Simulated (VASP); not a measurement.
# ZrGa2S2 (P4/mmm) in VASP: further runs

Runs on ZrGa2S2. Level: PBE. Tasks: single point, relaxation of cell and atoms.

Everything below comes from runs of VASP 6.6.1. Logs are shortened: lines on timing, memory, paths and dates and some standing lists are left out, and cuts for length are marked.

## Step 1: The cell of the first run

The structure is tetragonal, space group P4/mmm (No. 123). The conventional cell has a = 5.055 Å, b = 5.055 Å, c = 5.413 Å, α = 90.00°, β = 90.00°, γ = 90.00°. Within 3.3 Å of Zr (site symmetry 4/mmm) lie 4 S at 2.53 Å. Ga (site symmetry 4mm) has 2 Ga at 2.69 to 2.72 Å and 4 S at 2.87 Å within 3.6 Å. Within 3.3 Å of S (site symmetry mmm) lie 2 Zr at 2.53 Å and 4 Ga at 2.87 Å.

The cell was built from a structure type or drawn by symmetry, and may not be a known phase.

## Step 2: Single point, PBE

Input file INCAR:

```
SYSTEM = ZrGa2S2
ALGO = Normal
EDIFF = 1E-6
ENCUT = 520
GGA = PE
ISIF = 2
ISMEAR = 0
LASPH = .True.
LCHARG = .True.
LELF = .True.
LREAL = .False.
LVHAR = .True.
LWAVE = .False.
NBANDS = 33
NELM = 80
PREC = Accurate
SIGMA = 0.1
```

Input file KPOINTS:

```
k-points
0
Gamma
  4 4 4
  0 0 0
```

Input file POSCAR:

```
ZrGa2S2
1.0
    5.0553487901      0.0000000000      0.0000000000
    0.0000000000      5.0553487901      0.0000000000
    0.0000000000      0.0000000000      5.4126595732
Zr Ga S
1 2 2
Direct
    0.0000000000      0.0000000000      0.0000000000
    0.5000000000      0.5000000000      0.2511176722
    0.5000000000      0.5000000000      0.7488823278
    0.5000000000      0.0000000000      0.0000000000
    0.0000000000      0.5000000000      0.0000000000
```

Potentials or basis: VASP PAW PBE potentials, release 64 (Zr_sv, Ga_d, S).

Run with:

```bash
cat potpaw_PBE.64/Zr_sv/POTCAR potpaw_PBE.64/Ga_d/POTCAR potpaw_PBE.64/S/POTCAR > POTCAR
mpirun -np 1 vasp_std > vasp.out
```

OUTCAR:

```text
SYSTEM = ZrGa2S2
   EDIFF = 1E-6
   ENCUT = 520
   GGA = PE
   ISIF = 2
   ISMEAR = 0
   LASPH = .True.
   LREAL = .False.
   NELM = 80
   PREC = Accurate

 ion  position               nearest neighbor table
   1  0.000  0.000  0.000-   4 2.53   5 2.53   5 2.53   4 2.53
   2  0.500  0.500  0.251-   3 2.69   3 2.72
   3  0.500  0.500  0.749-   2 2.69   2 2.72
   4  0.500  0.000  0.000-   1 2.53   1 2.53
   5  0.000  0.500  0.000-   1 2.53   1 2.53

  LATTYP: Found a simple tetragonal cell.
 ALAT       =     5.0553487901
 C/A-ratio  =     1.0706797489

  Lattice vectors:

 A1 = (   5.0553487901,   0.0000000000,   0.0000000000)
 A2 = (   0.0000000000,   5.0553487901,   0.0000000000)
 A3 = (   0.0000000000,   0.0000000000,   5.4126595732)

Analysis of symmetry for initial positions (statically):
=====================================================================
 Subroutine PRICEL returns:
 Original cell was already a primitive cell.

 Routine SETGRP: Setting up the symmetry group for a
 simple tetragonal supercell.

 Subroutine GETGRP returns: Found 16 space group operations
 (whereof 16 operations were pure point group operations)
 out of a pool of 16 trial point group operations.

The static configuration has the point symmetry D_4h.

Analysis of symmetry for dynamics (positions and initial velocities):
=====================================================================
 Subroutine PRICEL returns:
 Original cell was already a primitive cell.

 Routine SETGRP: Setting up the symmetry group for a
 simple tetragonal supercell.

 Subroutine GETGRP returns: Found 16 space group operations
 (whereof 16 operations were pure point group operations)
 out of a pool of 16 trial point group operations.

The dynamic configuration has the point symmetry D_4h.

 Subroutine INISYM returns: Found 16 space group operations
 (whereof 16 operations are pure point group operations),
 and found     1 'primitive' translations

----------------------------------------------------------------------------------------

                                     Primitive cell

  volume of cell :     138.3289
[... 83 lines left out ...]
   LNONCOLLINEAR =      F non collinear calculations
   LSORBIT =      F    spin-orbit coupling
   LASPH  =      T    aspherical Exc in radial PAW
   ENCUT  =  520.0 eV  38.22 Ry    6.18 a.u.   9.40  9.40 10.06*2*pi/ulx,y,z
   NELM   =     80;   NELMIN=  2; NELMDL= -5     # of ELM steps
   EDIFF  = 0.1E-05   stopping-criterion for ELM
   LREAL  =      F    real-space projection
   EDIFFG = 0.1E-04   stopping-criterion for IOM
   NSW    =      0    number of steps for IOM
   IBRION =     -1    ionic relax: 0-MD 1-quasi-New 2-CG
   NFREE  =      0    steps in history (QN), initial steepest desc. (CG)
   ISIF   =      2    stress and relaxation
   ISYM   =      2    0-nonsym 1-usesym 2-fastsym
   POTIM  = 0.5000    time-step for ionic-motion
   TEBEG  =    0.0;   TEEND  =   0.0 temperature during run
   PSTRESS=    0.0 pullay stress
   NELECT =      50.0000    total number of electrons
   NUPDOWN=      -1.0000    fix difference up-down
   EMIN   =  10.00;   EMAX   =-10.00  energy-range for DOS
   EFERMI =   0.00;   METHOD = LEGACY
   ISMEAR =     0;   SIGMA  =   0.10  broadening in eV -4-tet -1-fermi 0-gaus
   EFERMI_NEDOS =   21; number of points for ismear=-14 and -15
   IALGO  =     38    algorithm
   IMIX   =      4    mixing-type and parameters
     AMIX     =   0.40;   BMIX     =  1.00
     AMIX_MAG =   1.60;   BMIX_MAG =  1.00
  volume/ion in A,a.u.               =      27.67       186.70
  Fermi-wavevector in a.u.,A,eV,Ry     =   1.166166  2.203735 18.503161  1.359944
  Thomas-Fermi vector in A             =   2.302683
   LORBIT       =      0    0 simple, 1 ext, 2 COOP (PROOUT), +10 PAW based schemes
   GGA     = PE    functional components
   LHFCALC =     F    Hartree Fock is set to
   AEXX    =    0.0000 exact exchange contribution
   IVDW    =     0    specifies the selected vdW correction
   LEPSILON=     F    determine dielectric tensor
   LRPA    =     F    only Hartree local field effects (RPA)
 non-spin polarized calculation
 Gauss-broadening in eV      SIGMA  =   0.10
  energy-cutoff  :      520.00
  volume of cell :      138.33
 maximum number of plane-waves:      3756
 NGX is ok and might be reduce to    40
   NGX = 19   NGY = 19   NGZ = 21

 number of electron      50.0000036 magnetization

 Free energy of the ion-electron system (eV)
  ---------------------------------------------------
  ext. energy  EPLUGINS =         0.00000000
  ---------------------------------------------------
  free energy    TOTEN  =       -23.96681146 eV

  energy without entropy =      -23.93986989  energy(sigma->0) =      -23.95334068

 E-fermi :   3.8303     XC(G=0):  -8.6996

 val. band max:        3.8017289399   @ k =   0.0000   0.0000   0.0000
 cond. band min:       3.8748670689   @ k =   0.2500   0.0000   0.2500
 fundamental gap:      0.0731381290
 Fermi energy:         3.8303163533

 k-point     1 :       0.0000    0.0000    0.0000
  band No.  band energies     occupation
      1     -46.1071      2.00000
      2     -24.1809      2.00000
      3     -24.1809      2.00000
      4     -24.1270      2.00000
      5     -11.2523      2.00000
      6     -11.1285      2.00000
[... 637 lines left out ...]
     32       6.8581      0.00000
     33       6.9296      0.00000

------------------------ aborting loop because EDIFF is reached ----------------------------------------

  FORCE on cell =-STRESS in cart. coord.  units (eV):
  Direction    XX          YY          ZZ          XY          YZ          ZX
  --------------------------------------------------------------------------------------
  -------------------------------------------------------------------------------------
  Total        0.2915899      0.2915899     -0.0054267      0.0000000     -0.0000000      0.0000000
  in kB        3.3773041      3.3773041     -0.0628542      0.0000000     -0.0000000      0.0000000
  external PRESSURE =       2.2305847 kB  Pullay stress =       0.0000000 kB

 VOLUME and BASIS-vectors are now :
 -----------------------------------------------------------------------------
  energy-cutoff  :      520.00
  volume of cell :      138.33
      direct lattice vectors                 reciprocal lattice vectors
     5.055348790  0.000000000  0.000000000     0.197810288  0.000000000  0.000000000
     0.000000000  5.055348790  0.000000000     0.000000000  0.197810288  0.000000000
     0.000000000  0.000000000  5.412659573     0.000000000  0.000000000  0.184752059

 POSITION                                       TOTAL-FORCE (eV/Angst)
 -----------------------------------------------------------------------------------
      0.00000      0.00000      0.00000        -0.000000      0.000000     -0.000000
      2.52767      2.52767      1.35921         0.000000     -0.000000      0.004579
      2.52767      2.52767      4.05345         0.000000      0.000000     -0.004579
      2.52767      0.00000      0.00000        -0.000000      0.000000     -0.000000
      0.00000      2.52767      0.00000        -0.000000      0.000000     -0.000000
 -----------------------------------------------------------------------------------
    total drift:                               -0.000000     -0.000000     -0.000000

  FREE ENERGIE OF THE ION-ELECTRON SYSTEM (eV)
  ---------------------------------------------------
  free  energy   TOTEN  =       -23.9668114634 eV

  energy  without entropy=      -23.9398698895  energy(sigma->0) =      -23.95334068
```

OSZICAR:

```text
N       E                     dE             d eps       ncg     rms          rms(c)
DAV:   1     0.496308414100E+03    0.49631E+03   -0.23249E+04  1264   0.196E+03
DAV:   2     0.465095562061E+02   -0.44980E+03   -0.42998E+03  1292   0.528E+02
DAV:   3    -0.209713631210E+02   -0.67481E+02   -0.65302E+02  1503   0.160E+02
DAV:   4    -0.259824555448E+02   -0.50111E+01   -0.49760E+01  1922   0.408E+01
DAV:   5    -0.261754666831E+02   -0.19301E+00   -0.19261E+00  1765   0.644E+00    0.141E+01
DAV:   6    -0.240677530445E+02    0.21077E+01   -0.12022E+01  1554   0.140E+01    0.610E+00
DAV:   7    -0.239900442614E+02    0.77709E-01   -0.20343E+00  1800   0.603E+00    0.465E+00
DAV:   8    -0.239642832375E+02    0.25761E-01   -0.18718E-01  1539   0.200E+00    0.115E+00
DAV:   9    -0.239658583323E+02   -0.15751E-02   -0.16042E-02  1821   0.642E-01    0.271E-01
DAV:  10    -0.239665047782E+02   -0.64645E-03   -0.16907E-03  1514   0.231E-01    0.114E-01
DAV:  11    -0.239667696276E+02   -0.26485E-03   -0.38661E-04  1820   0.105E-01    0.424E-02
DAV:  12    -0.239668018885E+02   -0.32261E-04   -0.53840E-05  1485   0.403E-02    0.150E-02
DAV:  13    -0.239668104841E+02   -0.85956E-05   -0.10778E-05  1402   0.143E-02    0.493E-03
DAV:  14    -0.239668114634E+02   -0.97930E-06   -0.20680E-06  1140   0.668E-03
   1 F= -.23966811E+02 E0= -.23953341E+02  d E =-.269416E-01
```

stdout:

```text
POSCAR found type information on POSCAR ZrGaS
 POSCAR found :  3 types and       5 ions
 scaLAPACK will be used
 LDA part: xc-table for (Slater+PW92), standard interpolation
 POSCAR, INCAR and KPOINTS ok, starting setup
 FFT: planning ... GRIDC
 FFT: planning ... GRID_SOFT
 FFT: planning ... GRID
 WAVECAR not read
 entering main loop
```

Run time: 68 s. Hardware: 1 thread of Intel Xeon Platinum 8259CL at 2.50GHz (Skylake/Cascade Lake), shared host; peak memory 0.28 GiB.

Results:

```
Free energy            : -23.9668 eV
Pressure               : 0.2 GPa
Largest force          : 0.005 eV/Å
Band gap on the k mesh : zero (bands 25 and 26 overlap by 1.41 eV)
```

Forces on the atoms (eV/Å):
```
Zr   0.000  0.000  0.000
Ga   0.000  0.000  0.005
Ga   0.000  0.000 -0.005
S    0.000  0.000  0.000
S    0.000  0.000  0.000
```

## Step 3: Relaxation of cell and atoms, PBE

This run uses another cell than the first one, of 23.19 Å³/atom.

Input file INCAR:

```
SYSTEM = ZrGa2S2
ALGO     = Normal         ! electronic algorithm
EDIFF    = 1E-6           ! SCF threshold, eV
EDIFFG   = -0.04          ! ionic threshold
ENCUT    = 600            ! plane-wave cutoff, eV
GGA      = PE             ! functional
IBRION   = 2              ! ionic algorithm
ISIF     = 3              ! what is computed and relaxed
ISMEAR   = 0              ! smearing method
LASPH    = .True.         ! aspherical terms in the spheres
LCHARG   = .False.        ! write CHGCAR
LREAL    = .False.        ! projectors in reciprocal space
LWAVE    = .False.        ! write WAVECAR
NELM     = 100            ! most SCF steps
NSW      = 90             ! ionic steps
PREC     = Accurate       ! precision mode
SIGMA    = 0.1            ! smearing width, eV
```

KPOINTS is that of step 2.

Input file POSCAR:

```
ZrGa2S2
1.0
    4.4687096100      0.0000000000      0.0000000000
    0.0000000000      4.4687096100      0.0000000000
    0.0000000000      0.0000000000      5.8065813800
Zr Ga S
1 2 2
Direct
    0.0000000000      0.0000000000      0.0000000000
    0.5000000000      0.5000000000      0.2131151800
    0.5000000000      0.5000000000      0.7868848200
    0.5000000000      0.0000000000      0.0000000000
    0.0000000000      0.5000000000      0.0000000000
```

Potentials or basis: VASP PAW PBE potentials, release 64 (Zr_sv, Ga_d, S).

Run with:

```bash
cat potpaw_PBE.64/Zr_sv/POTCAR potpaw_PBE.64/Ga_d/POTCAR potpaw_PBE.64/S/POTCAR > POTCAR
mpirun -np 1 vasp_std > vasp.out
```

Run time: 13 min. Hardware: 1 thread of Intel Xeon Platinum 8259CL at 2.50GHz (Skylake/Cascade Lake), shared host; peak memory 0.3 GiB.

The run converged. Its results:

* Free energy: -23.9619 eV
* Relaxed volume: 27.74 Å³/atom
* Relaxed cell: a = 5.066 Å, b = 5.066 Å, c = 5.404 Å, α = 90.00°, β = 90.00°, γ = 90.00°
* Space group after relaxing (to 0.1 Å): P4/mmm (No. 123)
* Energy gained by relaxing: 731.3 meV/atom
* Ionic steps: 18
* Pressure after relaxing: 0.0 GPa
* Largest force after relaxing: 0.008 eV/Å
* Band gap on the k mesh: zero (bands 25 and 26 overlap by 1.40 eV)

Forces in eV/Å, atoms in the order of the input:
```
Zr   0.000  0.000  0.000
Ga   0.000  0.000 -0.008
Ga   0.000  0.000  0.008
S    0.000  0.000  0.000
S    0.000  0.000  0.000
```

Step by step:
```
step  energy change (eV)  largest force (eV/Å)  pressure (GPa)  volume (Å³)
   1              0.0000                3.2395           28.52       115.95
   2             -1.8289                0.2888           -7.39       197.61
   3             -3.4800                0.7236           -0.75       154.63
   4             -3.4818                0.7521           -0.46       153.79
   5             -3.4816                0.7808           -0.17       152.97
   6             -3.5284                0.5963           -0.14       152.09
   7             -3.5945                0.1110            0.12       149.46
   8             -3.5951                0.0545            0.19       149.17
   9             -3.6057                0.1027           -0.74       149.92
  10             -3.6058                0.0876           -0.65       149.86
  11             -3.6193                0.1309           -0.51       147.25
  12             -3.6389                0.4011            0.10       139.44
  13             -3.6394                0.3129           -0.11       141.29
  14             -3.6525                0.1055            0.22       139.21
  15             -3.6542                0.0180            0.41       138.15
  16             -3.6516                0.0899           -0.56       139.51
  17             -3.6561                0.0426            0.01       138.69
  18             -3.6563                0.0077           -0.03       138.71
```

Final structure:
```
Zr Ga S
1.0
     5.06627    0.00000    0.00000
     0.00000    5.06627    0.00000
     0.00000    0.00000    5.40405
Zr Ga S
1 2 2
Direct
  0.00000 0.00000 0.00000
  0.50000 0.50000 0.25103
  0.50000 0.50000 0.74897
  0.50000 0.00000 0.00000
  0.00000 0.50000 0.00000
```

Levels at points of the mesh, in eV from the Fermi level:
```tsv
k point	band 21	band 22	band 23	band 24	band 25	band 26	band 27	band 28	band 29	band 30
(0.00, 0.00, 0.00)	-2.58	-2.50	-2.50	-1.56	-0.47	-0.02	-0.02	0.21	0.48	1.71
(0.50, 0.00, 0.00)	-3.48	-3.35	-2.99	-0.77	-0.72	0.25	0.88	1.59	2.09	2.18
(0.50, 0.50, 0.00)	-3.90	-3.31	-2.62	-1.91	-0.04	0.55	0.55	0.75	2.17	2.17
(0.00, 0.00, 0.50)	-2.74	-2.48	-2.48	-2.08	-0.46	-0.46	-0.45	0.72	1.73	2.20
(0.50, 0.00, 0.50)	-3.93	-3.33	-2.74	-0.35	0.09	0.66	1.30	1.62	1.88	2.12
(0.50, 0.50, 0.50)	-4.24	-4.24	-1.90	-0.47	0.94	1.57	2.07	2.07	2.34	2.34
```

Caveat: the volume moved by over 15 % at a fixed basis, so the end points are rough.
